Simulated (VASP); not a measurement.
# WC (Qusongite) (P-6m2) in VASP: further runs, part 2 of 2

VASP 6.6.1.

### Step 3. Electric field gradients, PBE, collinear spin, ferromagnetic start

The input, INCAR:

```
SYSTEM = WC
  PREC = Accurate
  ENCUT = 520
  EDIFF = 1E-8
  ISMEAR = -1
  SIGMA = 0.05
  LREAL = .False.
  LASPH = .True.
  NELM = 150
  ALGO = Normal
  ISIF = 2
  LWAVE = .False.
  LCHARG = .False.
  ISPIN = 2
  MAGMOM = 2 0
  LORBIT = 11
  LMAXMIX = 4
  GGA = PE
  LEFG = .True.
  NBANDS = 20
```

The input, KPOINTS:

```
regular mesh
0
Gamma
  13 13 12
  0 0 0
```

The input, POSCAR:

```
WC
1.0
    2.9065000000      0.0000000000      0.0000000000
   -1.4532500000      2.5171028361      0.0000000000
    0.0000000000      0.0000000000      2.8366000000
W C
1 1
Direct
    0.0000000000      0.0000000000      0.0000000000
    0.6666666667      0.3333333333      0.5000000000
```

Potentials or basis: VASP PAW PBE potentials, release 64 (W_sv, C).

Launch:

```bash
$ cat potpaw_PBE.64/W_sv/POTCAR potpaw_PBE.64/C/POTCAR > POTCAR
$ mpirun -np 1 vasp_std > vasp.out
```

OUTCAR:

```text
SYSTEM = WC
   PREC = Accurate
   ENCUT = 520
   EDIFF = 1E-8
   ISMEAR = -1
   LREAL = .False.
   LASPH = .True.
   NELM = 150
   ISIF = 2
   ISPIN = 2
   LORBIT = 11
   GGA = PE

 ion  position               nearest neighbor table
   1  0.000  0.000  0.000-   2 2.20   2 2.20   2 2.20   2 2.20   2 2.20   2 2.20
   2  0.667  0.333  0.500-   1 2.20   1 2.20   1 2.20   1 2.20   1 2.20   1 2.20

  LATTYP: Found a hexagonal cell.
 ALAT       =     2.9065000000
 C/A-ratio  =     0.9759504559

  Lattice vectors:

 A1 = (   2.9065000000,   0.0000000000,   0.0000000000)
 A2 = (  -1.4532500000,   2.5171028361,   0.0000000000)
 A3 = (   0.0000000000,   0.0000000000,   2.8366000000)

Analysis of symmetry for initial positions (statically):
=====================================================================
 Subroutine PRICEL returns:
 Original cell was already a primitive cell.

 Routine SETGRP: Setting up the symmetry group for a
 hexagonal supercell.

 Subroutine GETGRP returns: Found 12 space group operations
 (whereof 12 operations were pure point group operations)
 out of a pool of 24 trial point group operations.

The static configuration has the point symmetry D_3h.

Analysis of symmetry for dynamics (positions and initial velocities):
=====================================================================
 Subroutine PRICEL returns:
 Original cell was already a primitive cell.

 Routine SETGRP: Setting up the symmetry group for a
 hexagonal supercell.

 Subroutine GETGRP returns: Found 12 space group operations
 (whereof 12 operations were pure point group operations)
 out of a pool of 24 trial point group operations.

The dynamic configuration has the point symmetry D_3h.

Analysis of structural, dynamic, and magnetic symmetry:
=====================================================================
 Subroutine PRICEL returns:
 Original cell was already a primitive cell.

 Routine SETGRP: Setting up the symmetry group for a
 hexagonal supercell.

 Subroutine GETGRP returns: Found 12 space group operations
 (whereof 12 operations were pure point group operations)
 out of a pool of 24 trial point group operations.

The overall configuration has the point symmetry D_3h.

 Subroutine INISYM returns: Found 12 space group operations
 (whereof 12 operations are pure point group operations),
 and found     1 'primitive' translations

----------------------------------------------------------------------------------------

                                     Primitive cell

  volume of cell :      20.7525

  direct lattice vectors                    reciprocal lattice vectors
     2.906500000  0.000000000  0.000000000     0.344056425  0.198641070  0.000000000
    -1.453250000  2.517102836  0.000000000     0.000000000  0.397282139  0.000000000
     0.000000000  0.000000000  2.836600000     0.000000000  0.000000000  0.352534725

  length of vectors
     2.906500000  2.906500000  2.836600000     0.397282139  0.397282139  0.352534725

  position of ions in fractional coordinates (direct lattice)
     0.000000000  0.000000000  0.000000000
     0.666666667  0.333333333  0.500000000

  ion indices of the primitive-cell ions
   primitive index   ion index
                 1           1
                 2           2

[... 108 lines left out ...]

 number of electron      18.0000000 magnetization      -0.0000026

 number of electron      18.0000000 magnetization       0.0000023

 Free energy of the ion-electron system (eV)
  ---------------------------------------------------
  ext. energy  EPLUGINS =         0.00000000
  ---------------------------------------------------
  free energy    TOTEN  =       -22.44327992 eV

  energy without entropy =      -22.44048127  energy(sigma->0) =      -22.44188059

 E-fermi :  11.0870     XC(G=0): -13.7997

 val. band max:       11.0460094187   @ k =   0.4615   0.0769   0.4167
 cond. band min:      11.0919899984   @ k =   0.0769   0.0769   0.4167
 fundamental gap:      0.0459805797
 Fermi energy:        11.0870212142

 spin component 1

 k-point     1 :       0.0000    0.0000    0.0000
  band No.  band energies     occupation
      1     -62.9230      1.00000
      2     -26.9021      1.00000
      3     -26.8029      1.00000
      4     -26.8029      1.00000
      5      -3.3712      1.00000
      6       6.7674      1.00000
[... 541 lines left out ...]
     19      36.1590      0.00000
     20      37.3041      0.00000

 [... further k-points ...]

 spin component 2

 k-point     1 :       0.0000    0.0000    0.0000
  band No.  band energies     occupation
      1     -62.9230      1.00000
      2     -26.9021      1.00000
      3     -26.8029      1.00000
      4     -26.8029      1.00000
      5      -3.3712      1.00000
      6       6.7674      1.00000
[... 541 lines left out ...]
     19      36.1590      0.00000
     20      37.3041      0.00000

 [... further k-points ...]

------------------------ aborting loop because EDIFF is reached ----------------------------------------

  FORCE on cell =-STRESS in cart. coord.  units (eV):
  Direction    XX          YY          ZZ          XY          YZ          ZX
  --------------------------------------------------------------------------------------
  -------------------------------------------------------------------------------------
  Total        0.8820495      0.8820495      0.8288300      0.0000000      0.0000000      0.0000000
  in kB       68.0979716     68.0979716     63.9891978      0.0000000      0.0000000      0.0000000
  external PRESSURE =      66.7283803 kB  Pullay stress =       0.0000000 kB

 VOLUME and BASIS-vectors are now :
 -----------------------------------------------------------------------------
  energy-cutoff  :      520.00
  volume of cell :       20.75
      direct lattice vectors                 reciprocal lattice vectors
     2.906500000  0.000000000  0.000000000     0.344056425  0.198641070  0.000000000
    -1.453250000  2.517102836  0.000000000     0.000000000  0.397282139  0.000000000
     0.000000000  0.000000000  2.836600000     0.000000000  0.000000000  0.352534725

 POSITION                                       TOTAL-FORCE (eV/Angst)
 -----------------------------------------------------------------------------------
      0.00000      0.00000      0.00000         0.000000      0.000000      0.000000
      1.45325      0.83903      1.41830        -0.000000      0.000000      0.000000
 -----------------------------------------------------------------------------------
    total drift:                                0.000000     -0.000000      0.000000

  FREE ENERGIE OF THE ION-ELECTRON SYSTEM (eV)
  ---------------------------------------------------
  free  energy   TOTEN  =       -22.4432799227 eV

  energy  without entropy=      -22.4404812661  energy(sigma->0) =      -22.44188059

 Electric field gradients (V/A^2)
---------------------------------------------------------------------
 ion       V_xx      V_yy      V_zz      V_xy      V_xz      V_yz
---------------------------------------------------------------------
   1      70.272    70.273  -140.545     0.000     0.000     0.000
   2      -0.154    -0.154     0.308     0.000    -0.000     0.000
---------------------------------------------------------------------

 Electric field gradients after diagonalization (V/A^2)
 (convention: |V_zz| > |V_xx| > |V_yy|)
----------------------------------------------------------------------
 ion       V_xx      V_yy      V_zz     asymmetry (V_yy - V_xx)/ V_zz
----------------------------------------------------------------------
   1      70.273    70.272  -140.545       0.000
   2      -0.154    -0.154     0.308       0.003
----------------------------------------------------------------------

           NMR quadrupolar parameters

 Cq : quadrupolar parameter    Cq=e*Q*V_zz/h
 eta: asymmetry parameters     (V_yy - V_xx)/ V_zz
 Q  : nuclear electric quadrupole moment in mb (millibarn)
----------------------------------------------------------------------
 ion       Cq(MHz)       eta       Q (mb)
----------------------------------------------------------------------
   1      -0.340       0.000       1.000
   2       0.001       0.003       1.000
----------------------------------------------------------------------

 total charge

# of ion       s       p       d       tot
------------------------------------------
    1        2.349   6.425   3.405  12.178
    2        0.855   1.575   0.000   2.430
--------------------------------------------------
tot          3.203   8.000   3.405  14.608

 magnetization (x)

# of ion       s       p       d       tot
------------------------------------------
    1        0.000   0.000   0.000   0.000
    2        0.000   0.000   0.000   0.000
--------------------------------------------------
tot          0.000   0.000   0.000   0.000
```

Wall time 2.5 min (1 thread of AMD EPYC 7R43 (Zen 3), shared host); peak memory 0.18 GiB.

What came out:

```
Free energy                                           : -22.4433 eV
Pressure                                              : 6.7 GPa
Band gap on the k mesh                                : zero (filled and empty bands overlap)
Net moment                                            : 0.00 μB per cell
Valence electrons inside the program's atomic spheres : W 12.18; C 2.43
```

Electric field gradients, principal values (V/Å²):
```tsv
atom	least	middle	greatest (by size)
1 W	70.272	70.273	-140.545
2 C	-0.154	-0.154	0.308
```

Caveat: without QUAD_EFG the Cq values of the log hold for a quadrupole moment of 1 mb, not for the nuclei; spin-orbit coupling is left out, which moves the levels of the heavy elements.

### Step 4. Electric field gradients, r2SCAN, collinear spin, ferromagnetic start

POSCAR is that of step 3.

The input, INCAR.step1:

```
PREC = Accurate
ENCUT = 520
ISMEAR = -1
SIGMA = 0.05
LREAL = False
LASPH = True
NELM = 150
ISPIN = 2
MAGMOM = 2 0
LMAXMIX = 4
NBANDS = 20
GGA = PE
ALGO = Normal
EDIFF = 1E-4
LWAVE = True
LCHARG = False
```

The input, INCAR.step2:

```
PREC = Accurate
ENCUT = 520
EDIFF = 1E-8
ISMEAR = -1
SIGMA = 0.05
LREAL = False
LASPH = True
NELM = 150
ALGO = Normal
ISIF = 2
LWAVE = False
LCHARG = False
ISPIN = 2
MAGMOM = 2 0
LORBIT = 11
LMAXMIX = 4
METAGGA = R2SCAN
LMIXTAU = True
LEFG = True
NBANDS = 20
ISTART = 1
```

The input, KPOINTS:

```
regular mesh
0
Gamma
  13 13 12
```

Potentials or basis: VASP PAW PBE potentials, release 64 (W_sv, C).

Launch:

```bash
$ cat potpaw_PBE.64/W_sv/POTCAR potpaw_PBE.64/C/POTCAR > POTCAR
$ cp INCAR.step1 INCAR
$ mpirun -np 1 vasp_std > vasp.out
$ cp INCAR.step2 INCAR
$ mpirun -np 1 vasp_std > vasp.out
```

OUTCAR:

```text
PREC = Accurate
   ENCUT = 520
   EDIFF = 1E-8
   ISMEAR = -1
   LREAL = False
   LASPH = True
   NELM = 150
   ISIF = 2
   ISPIN = 2
   LORBIT = 11
   METAGGA = R2SCAN
   ISTART = 1

 ion  position               nearest neighbor table
   1  0.000  0.000  0.000-   2 2.20   2 2.20   2 2.20   2 2.20   2 2.20   2 2.20
   2  0.667  0.333  0.500-   1 2.20   1 2.20   1 2.20   1 2.20   1 2.20   1 2.20

  LATTYP: Found a hexagonal cell.
 ALAT       =     2.9065000000
 C/A-ratio  =     0.9759504559

  Lattice vectors:

 A1 = (   2.9065000000,   0.0000000000,   0.0000000000)
 A2 = (  -1.4532500000,   2.5171028361,   0.0000000000)
 A3 = (   0.0000000000,   0.0000000000,   2.8366000000)

Analysis of symmetry for initial positions (statically):
[... 1329 lines left out ...]
      0.00000      0.00000      0.00000        -0.000000     -0.000000      0.000000
      1.45325      0.83903      1.41830         0.000000      0.000000      0.000000
 -----------------------------------------------------------------------------------
    total drift:                               -0.000000      0.000000      0.000000

  FREE ENERGIE OF THE ION-ELECTRON SYSTEM (eV)
  ---------------------------------------------------
  free  energy   TOTEN  =       -61.6123531123 eV

  energy  without entropy=      -61.6097905079  energy(sigma->0) =      -61.61107181

 Electric field gradients (V/A^2)
---------------------------------------------------------------------
 ion       V_xx      V_yy      V_zz      V_xy      V_xz      V_yz
---------------------------------------------------------------------
   1      69.619    69.619  -139.238     0.000    -0.000    -0.000
   2      -0.080    -0.080     0.161     0.000    -0.000    -0.000
---------------------------------------------------------------------

 Electric field gradients after diagonalization (V/A^2)
 (convention: |V_zz| > |V_xx| > |V_yy|)
----------------------------------------------------------------------
 ion       V_xx      V_yy      V_zz     asymmetry (V_yy - V_xx)/ V_zz
----------------------------------------------------------------------
   1      69.619    69.618  -139.238       0.000
   2      -0.081    -0.080     0.161       0.005
----------------------------------------------------------------------

           NMR quadrupolar parameters

 Cq : quadrupolar parameter    Cq=e*Q*V_zz/h
 eta: asymmetry parameters     (V_yy - V_xx)/ V_zz
 Q  : nuclear electric quadrupole moment in mb (millibarn)
----------------------------------------------------------------------
 ion       Cq(MHz)       eta       Q (mb)
----------------------------------------------------------------------
   1      -0.337       0.000       1.000
   2       0.000       0.005       1.000
----------------------------------------------------------------------

 total charge

# of ion       s       p       d       tot
------------------------------------------
    1        2.341   6.431   3.381  12.153
    2        0.871   1.574   0.000   2.445
--------------------------------------------------
tot          3.212   8.004   3.381  14.597

 magnetization (x)

# of ion       s       p       d       tot
------------------------------------------
    1        0.000   0.000   0.000   0.000
    2        0.000  -0.000   0.000  -0.000
--------------------------------------------------
tot          0.000  -0.000   0.000   0.000
```

OSZICAR.step1:

```text
N       E                     dE             d eps       ncg     rms          rms(c)
DAV:   1     0.124806945105E+03    0.12481E+03   -0.85871E+03 11800   0.100E+03
DAV:   2    -0.204096723365E+02   -0.14522E+03   -0.13855E+03 12724   0.299E+02
DAV:   3    -0.250100805398E+02   -0.46004E+01   -0.45577E+01 13464   0.496E+01
DAV:   4    -0.250311282110E+02   -0.21048E-01   -0.21045E-01 13000   0.364E+00
DAV:   5    -0.250312167283E+02   -0.88517E-04   -0.88516E-04 13472   0.237E-01    0.336E+01
DAV:   6    -0.224879911891E+02    0.25432E+01   -0.34533E+00 13608   0.207E+01    0.948E+00
DAV:   7    -0.224711950111E+02    0.16796E-01   -0.41795E-01 12448   0.435E+00    0.693E+00
DAV:   8    -0.224496420189E+02    0.21553E-01   -0.31635E-02 13316   0.128E+00    0.308E+00
DAV:   9    -0.224431074511E+02    0.65346E-02   -0.43379E-03 12924   0.551E-01    0.418E-01
DAV:  10    -0.224432791988E+02   -0.17175E-03   -0.58749E-04 12936   0.200E-01    0.126E-01
DAV:  11    -0.224432713772E+02    0.78216E-05   -0.14223E-04  9980   0.115E-01
   1 F= -.22443271E+02 E0= -.22441871E+02  d E =-.280033E-02  mag=    -0.0004
```

Wall time 11 min (1 thread of AMD EPYC 7R43 (Zen 3), shared host); peak memory 0.18 GiB.

Results:

* Free energy: -61.6124 eV
* Pressure: 3.4 GPa
* Band gap on the k mesh: zero (filled and empty bands overlap)
* Net moment: 0.00 μB per cell
* Valence electrons inside the program's atomic spheres: W 12.15; C 2.44

Stress tensor (GPa, compression positive):
```
3.80 0.00 0.00
0.00 3.80 0.00
0.00 0.00 2.48
```

Electric field gradients, principal values (V/Å²):
| atom | least | middle | greatest (by size) |
| --- | --- | --- | --- |
| 1 W | 69.618 | 69.619 | -139.238 |
| 2 C | -0.080 | -0.081 | 0.161 |

Caveat: without QUAD_EFG the Cq values of the log hold for a quadrupole moment of 1 mb, not for the nuclei; the PAW data sets were made with another functional, which shifts forces and pressure a little; spin-orbit coupling is left out, which moves the levels of the heavy elements.

### Step 5. Summary

| level | k mesh | smearing | gap on the mesh (eV) | pressure (GPa) | moment (μB) |
| --- | --- | --- | --- | --- | --- |
| PBE | 11 × 11 × 10 | fermi-dirac 0.02 eV | none | 6.8 | 0.00 |
| PBE | 13 × 13 × 12 | fermi-dirac 0.05 eV | none | 6.7 | 0.00 |
| r2SCAN | 13 × 13 × 12 | fermi-dirac 0.05 eV | none | 3.4 | 0.00 |

Alike in all rows: task electric field gradients; potentials or basis VASP PAW PBE potentials, release 64 (W_sv, C); spin collinear, ferromagnetic start; cell as given; cutoff (eV) 520.

Every run on the cell as given and a fine mesh finds a metal. The pressure there spans 3.4 GPa (r2SCAN) to 6.8 GPa (PBE); a positive pressure means that this level wants a larger cell, a negative one a smaller.

Caveats: spin-orbit coupling is left out, which moves the levels of the heavy elements; the PAW data sets were made with another functional, which shifts forces and pressure a little (some runs).

Absolute energies hang on the potentials; compare differences alone.
